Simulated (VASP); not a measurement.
Crystal: RuS2.

```xyz
12
Lattice="5.6306 0.0000 0.0000 0.0000 5.6306 0.0000 0.0000 0.0000 5.6306" Properties=species:S:1:pos:R:3 pbc="T T T"
Ru    0.0000    2.8153    2.8153
Ru    2.8153    2.8153    0.0000
Ru    2.8153    0.0000    2.8153
Ru    0.0000    0.0000    0.0000
S     2.1858    0.6295    5.0011
S     0.6295    5.0011    2.1858
S     5.0011    2.1858    0.6295
S     3.4448    3.4448    3.4448
S     2.1858    2.1858    2.1858
S     0.6295    3.4448    5.0011
S     5.0011    0.6295    3.4448
S     3.4448    5.0011    0.6295
```

| Quantity | Value |
| --- | --- |
| Program | VASP 6.6.1 |
| Task | relaxation of cell and atoms |
| Functional | PBEsol |
| Potentials or basis | VASP PAW PBE potentials, release 64 (Ru_pv, S) |
| Cutoff | 600 eV |
| k mesh | 4 × 4 × 4 |
| Occupations | fermi-dirac, width 0.03 eV |
| Spin | no spin polarisation |

At the start: pressure -5.1 GPa; volume 14.88 Å³/atom.

Q: Where does the relaxation end?

A: Over 6 steps the energy falls by 8.0 meV/atom and the volume is 14.47 Å³/atom (-2.7 %); space group Pa-3 (No. 205, to 0.1 Å) before and after.

Step by step:
```
step  energy change (eV)  largest force (eV/Å)  pressure (GPa)  volume (Å³)
   1              0.0000                0.2782           -5.06       178.51
   2              0.0987                0.0391            9.11       166.65
   3             -0.0868                0.1933            0.23       173.55
   4             -0.0868                0.1916            0.31       173.45
   5             -0.0952                0.0456            0.13       173.62
   6             -0.0958                0.0009            0.08       173.68
```

Final structure:
```
CELL_PARAMETERS angstrom
5.57935 0.00000 0.00000
0.00000 5.57935 0.00000
0.00000 0.00000 5.57935
ATOMIC_POSITIONS crystal
Ru 0.00000 0.50000 0.50000
Ru 0.50000 0.50000 0.00000
Ru 0.50000 0.00000 0.50000
Ru 0.00000 0.00000 0.00000
S 0.38644 0.11356 0.88644
S 0.11356 0.88644 0.38644
S 0.88644 0.38644 0.11356
S 0.61356 0.61356 0.61356
S 0.38644 0.38644 0.38644
S 0.11356 0.61356 0.88644
S 0.88644 0.11356 0.61356
S 0.61356 0.88644 0.11356
```

Caveat: the PAW data sets were made with another functional, which shifts forces and pressure a little.
